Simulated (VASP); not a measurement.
Input of a VASP 6.6.1 run:

Contents of POSCAR:

```
C
1.0
    0.0000000000     -1.7801161419     -1.7801161419
   -1.7801161419      0.0000000000     -1.7801161419
    1.7801161419      1.7801161419     -3.5602322838
C
4
Direct
    0.7500000000      0.7500000000      0.7500000000
    0.2500000000      0.2500000000      0.2500000000
    0.3750000000      0.3750000000      0.8750000000
    0.8750000000      0.8750000000      0.3750000000
```

The input INCAR.step1:

```
SYSTEM = C
PREC = Accurate
ENCUT = 520
ISMEAR = 0
SIGMA = 0.05
LREAL = .FALSE.
LASPH = .TRUE.
NELM = 60
NBANDS = 16
ISYM = 0
GGA = PE
ALGO = Normal
EDIFF = 1E-4
LWAVE = .TRUE.
LCHARG = .FALSE.
```

File INCAR.step2:

```
SYSTEM = C
PREC = Accurate
ENCUT = 520
EDIFF = 1E-7
ISMEAR = 0
SIGMA = 0.05
LREAL = .FALSE.
LASPH = .TRUE.
NELM = 60
ALGO = Normal
ISIF = 2
LWAVE = .FALSE.
LCHARG = .TRUE.
METAGGA = R2SCAN
LMIXTAU = .TRUE.
LELF = .TRUE.
LVHAR = .TRUE.
NBANDS = 16
ISYM = 0
ISTART = 1
```

The input KPOINTS:

```
regular mesh
0
G
  12 12 10
  0 0 0
```

Potentials or basis: VASP PAW PBE potentials, release 64 (C).

Command:

```sh
$ cat potpaw_PBE.64/C/POTCAR > POTCAR
$ cp INCAR.step1 INCAR
$ mpirun -np 1 vasp_std > vasp.out
$ cp INCAR.step2 INCAR
$ mpirun -np 1 vasp_std > vasp.out
```

(1) What does it give for the pressure?

(2) What does it give for the band gap on the k mesh?

Answers

(1) 1.1 GPa.

(2) 4.37 eV.

Caveat: the PAW data sets were made with another functional, which shifts forces and pressure a little.
